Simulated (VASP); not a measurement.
A run of VASP 6.6.1 is set up as follows.

INCAR

```
SYSTEM = Mn
  PREC = Accurate
  ENCUT = 520
  EDIFF = 1E-6
  ISMEAR = -1
  SIGMA = 0.1
  LREAL = .FALSE.
  LASPH = .TRUE.
  NELM = 60
  ALGO = Normal
  ISIF = 2
  LWAVE = .FALSE.
  LCHARG = .FALSE.
  GGA = B5
  ALDAX = 1.0
  AGGAX = 1.0
  AGGAC = 1.0
  ALDAC = 0.0
  NBANDS = 12
```

KPOINTS

```
Automatic mesh
0
G
  15 15 15
  0 0 0
```

POSCAR

```
Mn
1.0
    2.2182740763      0.0000000000      0.0000000000
    0.0000000000      2.2182740763      0.0000000000
    0.0000000000      0.0000000000      2.2182740763
Mn
1
Direct
    0.0000000000      0.0000000000      0.0000000000
```

Potentials or basis: VASP PAW PBE potentials, release 64 (Mn_pv).

Command:

```sh
$ cat potpaw_PBE.64/Mn_pv/POTCAR > POTCAR
$ mpirun -np 1 vasp_std > vasp.out
```

(1) Estimate the pressure.

## Answers

(1) 32.5 GPa.

Caveat: the PAW data sets were made with another functional, which shifts forces and pressure a little; the run has no spin polarisation, though such a crystal can be magnetic.
